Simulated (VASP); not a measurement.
## CaB: single point with LDA

Crystal: CaB.

```
Ca B
1.0
     3.99727   -0.03856   -0.02888
     2.05616   -6.02894   -0.04037
     0.04308   -0.02593   -6.00300
Ca B
4 4
Direct
  0.44924 0.10461 0.75620
  0.55457 0.88798 0.25450
  0.72924 0.54848 0.74701
  0.28861 0.45352 0.24473
  0.09818 0.81270 0.93728
  0.90483 0.19609 0.44462
  0.90257 0.19036 0.05797
  0.09311 0.80193 0.55821
```

```json
{
 "Program": "VASP 6.6.1",
 "Task": "single point",
 "Functional": "LDA",
 "Potentials or basis": "VASP PAW LDA potentials, release 64 (Ca_sv, B)",
 "Cutoff": "520 eV",
 "k mesh": "5 × 3 × 3, shifted",
 "Occupations": "fermi-dirac, width 0.1 eV",
 "Spin": "no spin polarisation",
 "Dipole correction": "no",
 "k mesh for the DOS": "8 × 5 × 5",
 "Occupations for the DOS": "tetrahedron",
 "Further INCAR settings": "ALGO = Fast; EDIFF = 1e-07"
}
```

* Valence electrons inside the program's atomic spheres: Ca 8.22, 8.21 (each value once); B 1.55, 1.54, 1.56 (each value once)

Levels at points of the mesh, in eV from the Fermi level:
```tsv
k point	band 24	band 25	band 26	band 27	band 28	band 29
(0.00, 0.00, 0.00)	-0.17	-0.10	0.44	0.65	0.84	1.43
(0.50, 0.00, 0.00)	-1.06	-0.25	-0.13	-0.11	0.40	1.27
```

Run time: 14 min on 1 thread of Intel(R) Xeon(R) Platinum 8488C (Sapphire Rapids) (shared host), peak memory 0.44 GiB.
